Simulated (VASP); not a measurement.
Here is a VASP 6.6.1 calculation.

INCAR

```
SYSTEM = PtSe2
  ALGO = Normal
  EDIFF = 1E-8
  ENCUT = 520
  GGA = PS
  IBRION = 8
  ISIF = 2
  ISMEAR = -1
  LASPH = .TRUE.
  LCHARG = .FALSE.
  LREAL = .FALSE.
  LWAVE = .FALSE.
  NELM = 100
  NSW = 1
  PREC = Accurate
  SIGMA = 0.15
```

Contents of KPOINTS:

```
k-points
0
G
  12 12 8
  0 0 0
```

Contents of POSCAR:

```
PtSe2
1.0
    3.7493550876      0.0000000000      0.0000000000
   -1.8746775438      3.2470367536      0.0000000000
    0.0000000000      0.0000000000      4.7305584751
Pt Se
1 2
Direct
    0.0000000000      0.0000000000      0.0000000000
    0.3333333333      0.6666666667      0.2675918022
    0.6666666667      0.3333333333      0.7324081978
```

Potentials or basis: VASP PAW PBE potentials, release 64 (Pt, Se).

Run with:

```sh
$ cat potpaw_PBE.64/Pt/POTCAR potpaw_PBE.64/Se/POTCAR > POTCAR
$ mpirun -np 1 vasp_std > vasp.out
```

Problem. Predict the highest phonon frequency at Γ, LO-TO splitting left out.

Solution. 219 cm⁻¹.

Phonon frequencies in cm⁻¹ (negative: imaginary):
```
              q point                    frequencies
(0.000, 0.000, 0.000)  0 0 0 159 159 207 217 219 219
```

Caveat: the cell stands under pressure or tension, which shifts response properties.
